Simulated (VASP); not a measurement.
# AgBr (Fm-3m) in VASP: a series of runs, part 2 of 2

VASP 6.6.1.

## (3) Elastic constants, PBEsol

The input, INCAR:

```
PREC = Accurate
ENCUT = 500
EDIFF = 1E-8
ISMEAR = 0
SIGMA = 0.01
LREAL = False
LASPH = True
NELM = 120
ALGO = Normal
ISIF = 3
LWAVE = False
LCHARG = False
GGA = PS
NBANDS = 16
IBRION = 6
NFREE = 2
POTIM = 0.015
NSW = 1
GGA_COMPAT = False
```

The input, KPOINTS:

```
regular mesh
0
Gamma
  6 6 6
```

The input, POSCAR:

```
AgBr
1.0
    0.0000000000      2.7140689236      2.7140689236
    2.7140689236      0.0000000000      2.7140689236
    2.7140689236      2.7140689236      0.0000000000
Ag Br
1 1
Direct
    0.0000000000      0.0000000000      0.0000000000
    0.5000000000      0.5000000000      0.5000000000
```

Potentials or basis: VASP PAW PBE potentials, release 64 (Ag, Br).

Started as:

```
> cat potpaw_PBE.64/Ag/POTCAR potpaw_PBE.64/Br/POTCAR > POTCAR
> mpirun -np 1 vasp_std > vasp.out
```

OUTCAR:

```text
PREC = Accurate
   ENCUT = 500
   EDIFF = 1E-8
   ISMEAR = 0
   LREAL = False
   LASPH = True
   NELM = 120
   ISIF = 3
   GGA = PS
   IBRION = 6
   NFREE = 2
   POTIM = 0.015
   NSW = 1

 ion  position               nearest neighbor table
   1  0.000  0.000  0.000-   2 2.71   2 2.71   2 2.71   2 2.71   2 2.71   2 2.71
   2  0.500  0.500  0.500-   1 2.71   1 2.71   1 2.71   1 2.71   1 2.71   1 2.71

  LATTYP: Found a face centered cubic cell.
 ALAT       =     5.4281378472

  Lattice vectors:

 A1 = (   0.0000000000,   2.7140689236,   2.7140689236)
 A2 = (   2.7140689236,   0.0000000000,   2.7140689236)
 A3 = (   2.7140689236,   2.7140689236,   0.0000000000)

Analysis of symmetry for initial positions (statically):
=====================================================================
 Subroutine PRICEL returns:
 Original cell was already a primitive cell.

 Routine SETGRP: Setting up the symmetry group for a
 face centered cubic supercell.

 Subroutine GETGRP returns: Found 48 space group operations
 (whereof 48 operations were pure point group operations)
 out of a pool of 48 trial point group operations.

The static configuration has the point symmetry O_h .

Analysis of symmetry for dynamics (positions and initial velocities):
=====================================================================
 Subroutine PRICEL returns:
 Original cell was already a primitive cell.
[... 812 lines left out ...]
  in kB       99.9514048     99.7089825     99.7089825     -0.0000000      0.0000000      0.0000000
  external PRESSURE =      99.7897899 kB  Pullay stress =       0.0000000 kB
[... 17 lines left out ...]
  FREE ENERGIE OF THE ION-ELECTRON SYSTEM (eV)
  ---------------------------------------------------
  free  energy   TOTEN  =        -5.5412423261 eV

  energy  without entropy=       -5.5412423261  energy(sigma->0) =       -5.54124233

 INTERNAL STRAIN TENSORS FROM STRAINED CELLS
 ============================================

 INTERNAL STRAIN TENSOR FOR ION    1 for displacements in x,y,z  (eV/Angst):
          X           Y           Z          XY          YZ          ZX
  --------------------------------------------------------------------------------
  x     0.00000     0.00000    -0.00000     0.00000    -0.00000    -0.00000
  y     0.00000     0.00000    -0.00000    -0.00000     0.00000    -0.00000
  z     0.00000     0.00000    -0.00000     0.00000     0.00000     0.00000

 INTERNAL STRAIN TENSORS FROM DISPLACED ATOMS
 ============================================

 INTERNAL STRAIN TENSOR FOR ION    1 for displacements in x,y,z  (eV/Angst):
          X           Y           Z          XY          YZ          ZX
  --------------------------------------------------------------------------------
  x     0.00000     0.00000     0.00000     0.00000     0.00000     0.00000
  y     0.00000     0.00000     0.00000     0.00000     0.00000     0.00000
  z     0.00000     0.00000     0.00000     0.00000     0.00000     0.00000

 INTERNAL STRAIN TENSOR FOR ION    2 for displacements in x,y,z  (eV/Angst):
          X           Y           Z          XY          YZ          ZX
  --------------------------------------------------------------------------------
  x     0.00000     0.00000     0.00000     0.00000     0.00000     0.00000
  y     0.00000     0.00000     0.00000     0.00000     0.00000     0.00000
  z     0.00000     0.00000     0.00000     0.00000     0.00000     0.00000

 Eigenvectors and eigenvalues of the dynamical matrix
 ----------------------------------------------------

   1 f  =    4.015291 THz    25.228818 2PiTHz  133.935696 cm-1    16.605902 meV
             X         Y         Z           dx          dy          dz
      0.000000  0.000000  0.000000     0.000000    0.000000   -0.652741
      2.714069  2.714069  2.714069     0.000000    0.000000    0.757581
[... 21 lines left out ...]
   6 f/i=    0.002168 THz     0.013624 2PiTHz    0.072327 cm-1     0.008967 meV
             X         Y         Z           dx          dy          dz
      0.000000  0.000000  0.000000     0.738592   -0.168554    0.000000
      2.714069  2.714069  2.714069     0.636381   -0.145228    0.000000

--------------------------------------------------------------------------------------------------------

 ELASTIC MODULI CONTR FROM IONIC RELAXATION (kBar)
 Direction    XX          YY          ZZ          XY          YZ          ZX
 --------------------------------------------------------------------------------
 XX           0.0000      0.0000      0.0000      0.0000      0.0000      0.0000
 YY           0.0000      0.0000      0.0000      0.0000      0.0000      0.0000
 ZZ           0.0000      0.0000      0.0000      0.0000      0.0000      0.0000
 XY           0.0000      0.0000      0.0000      0.0000      0.0000      0.0000
 YZ           0.0000      0.0000      0.0000      0.0000      0.0000      0.0000
 ZX           0.0000      0.0000      0.0000      0.0000      0.0000      0.0000
 --------------------------------------------------------------------------------

 TOTAL ELASTIC MODULI (kBar)
 Direction    XX          YY          ZZ          XY          YZ          ZX
 --------------------------------------------------------------------------------
 XX        1617.8333    565.0745    565.0745      0.0000      0.0000      0.0000
 YY         565.0745   1617.8333    565.0745      0.0000      0.0000      0.0000
 ZZ         565.0745    565.0745   1617.8333      0.0000     -0.0000      0.0000
 XY           0.0000      0.0000      0.0000     16.9087     -0.0000     -0.0000
 YZ           0.0000      0.0000     -0.0000     -0.0000     16.9087      0.0000
 ZX           0.0000      0.0000      0.0000     -0.0000      0.0000     16.9087
 --------------------------------------------------------------------------------
```

OSZICAR:

```text
N       E                     dE             d eps       ncg     rms          rms(c)
DAV:   1     0.976563754318E+02    0.97656E+02   -0.84504E+03   536   0.986E+02
DAV:   2    -0.242655155707E+01   -0.10008E+03   -0.93963E+02   648   0.222E+02
DAV:   3    -0.566696241131E+01   -0.32404E+01   -0.32357E+01   600   0.410E+01
DAV:   4    -0.568205574070E+01   -0.15093E-01   -0.15093E-01   632   0.304E+00
[... 204 lines left out ...]
DAV:   4    -0.554124176086E+01    0.98899E-05   -0.35222E-05  1168   0.386E-02    0.993E-03
DAV:   5    -0.554124235872E+01   -0.59786E-06   -0.57111E-06  1096   0.136E-02    0.376E-03
DAV:   6    -0.554124234356E+01    0.15165E-07   -0.13681E-07  1232   0.270E-03    0.245E-03
DAV:   7    -0.554124232632E+01    0.17233E-07   -0.21594E-08  1032   0.117E-03    0.701E-04
DAV:   8    -0.554124232614E+01    0.18576E-09   -0.55887E-09   704   0.474E-04
  17 F= -.55412423E+01 E0= -.55412423E+01  d E =-.705035E-44
```

stdout:

```text
POSCAR found type information on POSCAR AgBr
 POSCAR found :  2 types and       2 ions
 scaLAPACK will be used
 -----------------------------------------------------------------------------
|                                                                             |
|                                                                             |
|     You enforced a specific xc type in the INCAR file but a different       |
|     I HOPE YOU KNOW WHAT YOU ARE DOING!                                     |
|                                                                             |
[... 33 lines left out ...]
 Finite differences progress:
 bond charge predicted
 Finite differences progress:
 bond charge predicted
 Finite differences progress:
 bond charge predicted
 Finite differences progress:
 bond charge predicted
 Finite differences progress:
 bond charge predicted
 Finite differences progress:
```

Wall time 3.2 min (1 thread of Intel Xeon 6975P-C (Granite Rapids), shared host); peak memory 0.21 GiB.

What came out:

```
Elastic constants C11, C12, C44                         : 162, 57, 2 GPa
Voigt bulk modulus                                      : 92 GPa
Highest phonon frequency at Γ, LO-TO splitting left out : 134 cm⁻¹
```

Phonon frequencies in cm⁻¹ (negative: imaginary):
```
              q point        frequencies
(0.000, 0.000, 0.000)  0 0 0 134 134 134
```

Elastic tensor in Voigt notation (GPa, in the Cartesian axes of the cell as first typed):
```
162  57  57   0   0   0
 57 162  57   0   0   0
 57  57 162   0   0   0
  0   0   0   2   0   0
  0   0   0   0   2   0
  0   0   0   0   0   2
```

Clamped-ion elastic tensor (GPa):
```
162  57  57   0   0   0
 57 162  57   0   0   0
 57  57 162   0   0   0
  0   0   0   2   0   0
  0   0   0   0   2   0
  0   0   0   0   0   2
```

Caveat: the cell is under stress, which shifts elastic constants; the PAW data sets were made with another functional, which shifts forces and pressure a little.

## (4) Elastic constants, PBEsol

This run uses another cell than the first one, of 22.85 Å³/atom.

The input, INCAR:

```
SYSTEM = AgBr
  PREC = Accurate
  ENCUT = 500
  EDIFF = 1E-8
  ISMEAR = 0
  SIGMA = 0.01
  LREAL = .FALSE.
  LASPH = .TRUE.
  NELM = 120
  ALGO = Normal
  ISIF = 3
  LWAVE = .FALSE.
  LCHARG = .TRUE.
  GGA = PS
  IBRION = 6
  NFREE = 2
  POTIM = 0.015
  NSW = 1
  GGA_COMPAT = .FALSE.
```

The input, KPOINTS:

```
Automatic mesh
0
G
  6 6 6
  0 0 0
```

The input, POSCAR:

```
AgBr
1.0
    0.0000000000      2.8376950295      2.8376950295
    2.8376950295      0.0000000000      2.8376950295
    2.8376950295      2.8376950295      0.0000000000
Ag Br
1 1
Direct
    0.0000000000      0.0000000000      0.0000000000
    0.5000000000      0.5000000000      0.5000000000
```

Started as:

```
> cat potpaw_PBE.64/Ag/POTCAR potpaw_PBE.64/Br/POTCAR > POTCAR
> mpirun -np 1 vasp_std > vasp.out
```

Run time: 3.6 min. Hardware: 1 thread of Intel Xeon 6975P-C (Granite Rapids), shared host; peak memory 0.23 GiB.

The run converged. Its results:

```
Elastic constants C11, C12, C44                         : 78, 40, 7 GPa
Voigt bulk modulus                                      : 52 GPa
Highest phonon frequency at Γ, LO-TO splitting left out : 87 cm⁻¹
```

Phonon frequencies in cm⁻¹ (negative: imaginary):
| q point | frequencies |
| --- | --- |
| (0.000, 0.000, 0.000) | 0 0 0 87 87 87 |

Elastic tensor in Voigt notation (GPa, in the Cartesian axes of the cell as first typed):
```
78 40 40  0  0  0
40 78 40  0  0  0
40 40 78  0  0  0
 0  0  0  7  0  0
 0  0  0  0  7  0
 0  0  0  0  0  7
```

Clamped-ion elastic tensor (GPa):
```
78 40 40  0  0  0
40 78 40  0  0  0
40 40 78  0  0  0
 0  0  0  7  0  0
 0  0  0  0  7  0
 0  0  0  0  0  7
```

Caveat: the PAW data sets were made with another functional, which shifts forces and pressure a little.
